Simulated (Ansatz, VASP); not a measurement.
**KMgH3 in VASP and in Ansatz**

Contents of INCAR:

```
SYSTEM = KMgH3
  PREC = Accurate
  ENCUT = 520
  EDIFF = 1E-6
  ISMEAR = 0
  SIGMA = 0.05
  LREAL = .FALSE.
  LASPH = .TRUE.
  NELM = 80
  ALGO = Normal
  ISIF = 2
  LWAVE = .FALSE.
  LCHARG = .TRUE.
  LELF = .TRUE.
  LVHAR = .TRUE.
  NBANDS = 15
```

File KPOINTS:

```
Automatic mesh
0
G
  8 8 8
  0 0 0
```

The input POSCAR:

```
KMgH3
1.0
    4.0250000000      0.0000000000      0.0000000000
    0.0000000000      4.0250000000      0.0050312500
    0.0000000000      0.0050312500      4.0250000000
K Mg H
1 1 3
Direct
    0.0000000000      0.0000000000      0.0000000000
    0.5000000000      0.5000000000      0.5000000000
    0.0000000000      0.5000000000      0.5000000000
    0.5000000000      0.0000000000      0.5000000000
    0.5000000000      0.5000000000      0.0000000000
```

Input for Ansatz:

```yaml
crystal:
  lattice:
    - [4.025, 0.0, 0.0]
    - [0.0, 4.025, 0.00503125]
    - [0.0, 0.00503125, 4.025]
  atoms:
    - { symbol: K, position: [0.0, 0.0, 0.0] }
    - { symbol: Mg, position: [0.5, 0.5, 0.5] }
    - { symbol: H, position: [0.0, 0.5, 0.5] }
    - { symbol: H, position: [0.5, 0.0, 0.5] }
    - { symbol: H, position: [0.5, 0.5, 0.0] }
basis:
  ecutwfc: 420
kpoints:
  mp_grid: { grid: [8, 8, 8] }
hamiltonian:
  xc: lda
scf:
  occupations: { method: gaussian, width: 0.05 }
output:
  forces: true
  stress: true
  eigenvalues: true
```

Change from the starting cell: strain +0.0025 x Voigt [0, 0, 0, 1, 0, 0], atoms carried along.

Alike in both runs: task single point; functional LDA; k mesh 8 × 8 × 8; occupations gaussian, width 0.05 eV; no spin polarisation.

|  | VASP | Ansatz |
| --- | --- | --- |
| version | VASP 6.6.1 | Ansatz 0.2.0 |
| potentials or method | VASP PAW LDA potentials, release 64 (K_sv, Mg, H), cutoff 520 eV | scalar-relativistic, plane waves, PAW |
| valence electrons in the cell | 14 | 22 |

|  | VASP | Ansatz | Ansatz less VASP |
| --- | --- | --- | --- |
| gap on the k mesh at the Fermi level (eV) | 2.05 | 2.06 | +0.003 |
| least direct gap on the mesh (eV) | 4.21 | 4.21 | -0.002 |
| pressure (GPa) | -3.2 | -2.9 | +0.26 |
| traceless stress, the component that is largest in VASP (GPa) | -0.09 | -0.09 | +0.001 |

LDA's correlation is that of Perdew and Zunger in VASP and of Perdew and Wang (1992) in Ansatz. VASP's potentials hold 14 valence electrons a cell and Ansatz's 22, so a difference there can come from the potentials and not from the codes.
